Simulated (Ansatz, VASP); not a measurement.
# One calculation of SiO2, two programs

Contents of INCAR:

```
PREC = Accurate
ENCUT = 520
EDIFF = 1E-7
ISMEAR = 0
SIGMA = 0.05
LREAL = False
LASPH = True
NELM = 80
ALGO = Normal
ISIF = 2
LWAVE = False
LCHARG = False
GGA = PE
NBANDS = 25
```

The input KPOINTS:

```
Automatic mesh
0
Gamma
  6 6 6
```

POSCAR

```
SiO2
1.0
   -2.6390377331      2.6390377331      3.8738602040
    2.6390377331     -2.6390377331      3.8738602040
    2.6390377331      2.6390377331     -3.8738602040
Si O
2 4
Direct
    0.0000000000      0.0000000000      0.0000000000
    0.7500000000      0.2500000000      0.5000000000
    0.9670112602      0.6250000000      0.8420112602
    0.3750000000      0.2170112602      0.3420112602
    0.7829887398      0.1250000000      0.1579887398
    0.8750000000      0.0329887398      0.6579887398
```

Input for Ansatz:

```yaml
crystal:
  lattice:
    - [-2.6390377331, 2.6390377331, 3.873860204]
    - [2.6390377331, -2.6390377331, 3.873860204]
    - [2.6390377331, 2.6390377331, -3.873860204]
  atoms:
    - { symbol: Si, position: [0.0, 0.0, 0.0] }
    - { symbol: Si, position: [0.75, 0.25, 0.5] }
    - { symbol: O, position: [0.9670112602, 0.625, 0.8420112602] }
    - { symbol: O, position: [0.375, 0.2170112602, 0.3420112602] }
    - { symbol: O, position: [0.7829887398, 0.125, 0.1579887398] }
    - { symbol: O, position: [0.875, 0.0329887398, 0.6579887398] }
basis:
  ecutwfc: 420
kpoints:
  mp_grid: { grid: [6, 6, 6] }
hamiltonian:
  xc: pbe
scf:
  occupations: { method: gaussian, width: 0.05 }
output:
  forces: true
  stress: true
  eigenvalues: true
```

Change from the starting cell: strain +0.050 along x and y, +0.050 along z, atoms carried along.

Alike in both runs: task single point; functional PBE; k mesh 6 × 6 × 6; occupations gaussian, width 0.05 eV; no spin polarisation.

|  | VASP | Ansatz |
| --- | --- | --- |
| version | VASP 6.6.1 | Ansatz 0.2.0 |
| potentials or method | VASP PAW PBE potentials, release 64 (Si, O), cutoff 520 eV | scalar-relativistic, plane waves, PAW |
| valence electrons in the cell | 32 | 32 |

Ansatz gave:

```
gap on the k mesh at the Fermi level (eV) : 4.63
least direct gap on the mesh (eV)         : 4.63
pressure (GPa)                            : -16.4
rms of the force components (eV/Å)        : 0.530
```

Q: Estimate VASP's values.

A: gap on the k mesh at the Fermi level (eV): 4.62; least direct gap on the mesh (eV): 4.62; pressure (GPa): -16.4; rms of the force components (eV/Å): 0.533.

Atom by atom the forces differ by 0.003 eV/Å (rms over components).
